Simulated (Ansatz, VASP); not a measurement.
**One calculation of In4Ru, two programs**

```xyz
5
Lattice="0.0000 4.0313 4.0313 4.0313 0.0000 4.0313 4.0313 4.0313 0.0000" Properties=species:S:1:pos:R:3 pbc="T T T"
In    1.0071    1.0071    1.0071
In    3.0242    3.0242    1.0071
In    3.0242    1.0071    3.0242
In    1.0071    3.0242    3.0242
Ru    6.0470    6.0470    6.0470
```

Alike in both runs: functional PBE; k mesh 4 × 4 × 4; occupations gaussian, width 0.1 eV; no spin polarisation.

Ansatz relaxed the structure, and its values are those at the end. VASP's run is a single point on that final structure, the one shown.

|  | VASP | Ansatz |
| --- | --- | --- |
| version | VASP 6.6.1 | Ansatz 0.2.0 |
| potentials or method | VASP PAW PBE potentials, release 64 (In_d, Ru_pv), cutoff 520 eV | scalar-relativistic, plane waves, PAW |
| valence electrons in the cell | 66 | 68 |

|  | VASP | Ansatz | Ansatz less VASP |
| --- | --- | --- | --- |
| gap on the k mesh at the Fermi level (eV) | 0.31 | 0.31 | 0.000 |
| least direct gap on the mesh (eV) | 0.35 | 0.35 | 0.000 |
| pressure (GPa) | -0.1 | 0.0 | +0.01 |
| rms of the force components (eV/Å) | 0.009 | 0.009 | +0.0007 |

The functional is the same, so the differences come from potentials, cutoffs and numerics. VASP's potentials hold 66 valence electrons a cell and Ansatz's 68, so a difference there can come from the potentials and not from the codes.
